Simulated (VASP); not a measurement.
Write the native input for VASP 6.6.1 that does the following.

```yaml
Task: single point
Functional: PBE
Potentials_or_basis: VASP PAW PBE potentials, release 64 (In_d, Sb)
Cutoff: 520 eV
k_mesh: 14 × 14 × 8
Occupations: gaussian, width 0.1 eV
Spin: no spin polarisation
Dipole_correction: no
Further_INCAR_settings: ALGO = Normal; EDIFF = 1e-06; NBANDS = 16
```

The structure of InSb lies in POSCAR:

```
InSb
1.0
    2.9350067578      0.0000000000      0.0000000000
    0.0000000000      2.9350067578      0.0000000000
    0.0000000000      0.0000000000      6.4887020612
In Sb
1 1
Direct
    0.0000000000      0.0000000000      0.0000000000
    0.0000000000      0.0000000000      0.5000000000
```

This cell differs from its parent crystal: strained.

The input as run:

INCAR

```
ALGO     = Normal         # electronic algorithm
EDIFF    = 1E-6           # SCF threshold, eV
ENCUT    = 520            # plane-wave cutoff, eV
GGA      = PE             # functional
ISIF     = 2              # what is computed and relaxed
ISMEAR   = 0              # smearing method
LASPH    = True           # aspherical terms in the spheres
LCHARG   = False          # write CHGCAR
LREAL    = False          # projectors in reciprocal space
LWAVE    = False          # write WAVECAR
NBANDS   = 16             # bands
NELM     = 100            # most SCF steps
PREC     = Accurate       # precision mode
SIGMA    = 0.1            # smearing width, eV
```

KPOINTS

```
k-points
0
Gamma
  14 14 8
```

Potentials or basis: VASP PAW PBE potentials, release 64 (In_d, Sb).

The run is started by

```bash
$ cat potpaw_PBE.64/In_d/POTCAR potpaw_PBE.64/Sb/POTCAR > POTCAR
$ mpirun -np 1 vasp_std > vasp.out
```

It gave:

```yaml
Pressure: 4.4 GPa
Band_gap_on_the_k_mesh: zero (band 9 reaches 11.07 eV, above the bottom of band 10 at 5.25 eV)
```

Caveat: the cell differs from its parent crystal (strained); spin-orbit coupling is left out, which moves the levels of the heavy elements.

Run time: 96 s on 1 thread of Intel(R) Xeon(R) Platinum 8259CL CPU @ 2.50GHz (Skylake/Cascade Lake) (shared host), peak memory 0.3 GiB.
